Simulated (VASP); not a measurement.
MgI2: single point with PBE+D3(BJ)

The system is MgI2, a slab with vacuum.

```
CELL_PARAMETERS angstrom
4.13111 0.00000 0.00000
-2.06555 3.57764 0.00000
0.00000 0.00000 24.22651
ATOMIC_POSITIONS crystal
I 0.33333 0.66667 0.18575
I 0.66667 0.33333 0.32457
I 0.66667 0.33333 0.48266
I 0.33333 0.66667 0.62149
Mg 0.00000 0.00000 0.25516
Mg 0.00000 0.00000 0.55208
```

```
Program             : VASP 6.6.1
Task                : single point
Functional          : PBE
Dispersion          : D3(BJ)
Potentials or basis : VASP PAW PBE potentials, release 64 (I, Mg)
Cutoff              : 520 eV
k mesh              : 9 × 9 × 1
Occupations         : gaussian, width 0.05 eV
Spin                : no spin polarisation
```

```
Largest force              : 0.161 eV/Å
Band gap on the k mesh     : 3.51 eV, indirect (least direct gap 3.92 eV)
Dispersion energy per atom : -0.266 eV
```

Forces on the atoms (eV/Å):
```
I    0.000  0.000  0.014
I    0.000  0.000 -0.161
I    0.000  0.000  0.161
I    0.000  0.000 -0.014
Mg   0.000  0.000 -0.011
Mg   0.000  0.000  0.011
```

Levels at points of the mesh, in eV from the valence-band top:
```csv
k point,band 13,band 14,band 15,band 16,band 17,band 18,band 19,band 20
"(0.00, 0.00, 0.00)",-0.06,-0.06,0.00,0.00,3.92,4.35,4.84,4.97
```

Run time: 2.6 min on 1 thread of Intel(R) Xeon(R) Platinum 8259CL CPU @ 2.50GHz (Skylake/Cascade Lake), with other jobs on the host, peak memory 0.49 GiB.

Caveat: spin-orbit coupling is left out, which moves the levels of the heavy elements.
